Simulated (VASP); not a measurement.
A run of VASP 6.6.1:

The input INCAR:

```
SYSTEM = Br
ALGO = Normal
EDIFF = 1E-7
ENCUT = 520
GGA = PS
ISIF = 2
ISMEAR = 0
LASPH = .True.
LCHARG = .False.
LREAL = .False.
LWAVE = .False.
NBANDS = 22
NELM = 100
PREC = Accurate
SIGMA = 0.1
```

The input KPOINTS:

```
k-points
0
Gamma
  15 15 6
  0 0 0
```

The input POSCAR:

```
Br
1.0
    3.8771881994      0.0000000000      0.0000000000
   -1.9385940997      3.3577434759      0.0000000000
    0.0000000000      0.0000000000      8.1842824277
Br
4
Direct
    0.0000000000      0.0000000000      0.0000000000
    0.0000000000      0.0000000000      0.5000000000
    0.3333333333      0.6666666667      0.7500000000
    0.6666666667      0.3333333333      0.2500000000
```

Potentials or basis: VASP PAW PBE potentials, release 64 (Br).

Command:

```console
$ cat potpaw_PBE.64/Br/POTCAR > POTCAR
$ mpirun -np 1 vasp_std > vasp.out
```

Hardware: 1 thread of AMD EPYC 9R45 96-Core Processor (Zen 5), with other jobs on the host.

Question: Estimate the wall time of this run.

Answer: Run time: 99 s on 1 thread of AMD EPYC 9R45 96-Core Processor (Zen 5), on a shared host, peak memory 0.3 GiB. Counts: scf iterations 13, k points 108.
